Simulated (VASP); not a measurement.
System: K7Mg7InF24 (a cell with a defect).

```xyz
39
Lattice="7.9825 0.0000 0.0000 0.0000 7.9825 0.0000 0.0000 0.0000 7.9825" Properties=species:S:1:pos:R:3 pbc="T T T"
K     7.9407    7.9135    4.0102
K     0.0194    3.9363    0.0687
K     7.8842    4.0173    3.9777
K     4.0394    7.9789    0.0059
K     4.0381    7.9776    4.0060
K     4.0358    4.0161    0.0348
K     4.0727    3.9599    3.9939
In    2.0298    2.0332    2.0231
Mg    1.9846    1.9591    5.9651
Mg    2.0157    5.9216    1.9931
Mg    2.0734    5.9609    5.9677
Mg    5.9740    2.0033    2.0892
Mg    5.9739    2.0098    5.9240
Mg    6.0041    5.9410    2.0289
Mg    5.9850    5.9546    6.0129
F     1.9517    2.0257    7.9569
F     2.0345    2.0082    3.9889
F     2.0159    5.9809    7.9531
F     2.0204    5.9513    4.0216
F     6.0637    2.0300    7.9789
F     6.0134    2.0531    3.9932
F     5.9878    6.0701    0.0229
F     5.9361    5.9755    4.0176
F     7.9317    2.0386    2.0671
F     0.0783    2.0250    6.0194
F     0.0177    6.0505    2.0368
F     0.0311    5.9925    6.0360
F     3.9017    2.0291    1.9737
F     4.0598    2.0741    5.9456
F     4.0273    6.0153    1.9586
F     4.0413    5.9380    5.9634
F     2.0610    7.9794    1.9523
F     1.9745    0.0059    5.9508
F     1.9644    3.9885    2.0414
F     1.9616    4.0323    5.9535
F     5.9708    7.9771    1.9781
F     5.9263    0.0258    5.9732
F     5.9331    4.0093    1.9943
F     5.9079    4.0281    5.9486
```

Base run:

- Program: VASP 6.6.1
- Functional: PBE
- Potentials or basis: VASP PAW PBE potentials, release 64 (K_sv, In_d, Mg, F)
- Cutoff: 520 eV
- k mesh: 1 × 1 × 1, shifted
- Occupations: fermi-dirac, width 0.05 eV
- Spin: no spin polarisation

Its results: band gap on the k mesh 5.87 eV; pressure 5.9 GPa; largest force 5.346 eV/Å.

Task: The run is repeated on the same cell with these changes: functional from PBE to PBEsol. What comes out?

Result: Band gap on the k mesh 5.76 eV; pressure 2.4 GPa; largest force 5.168 eV/Å.

PBEsol binds more tightly than PBE, so the same cell stands under less pressure.

Caveats: spin-orbit coupling is left out, which moves the levels of the heavy elements; the PAW data sets were made with another functional, which shifts forces and pressure a little (at least some runs).

A k mesh can miss the band edges.
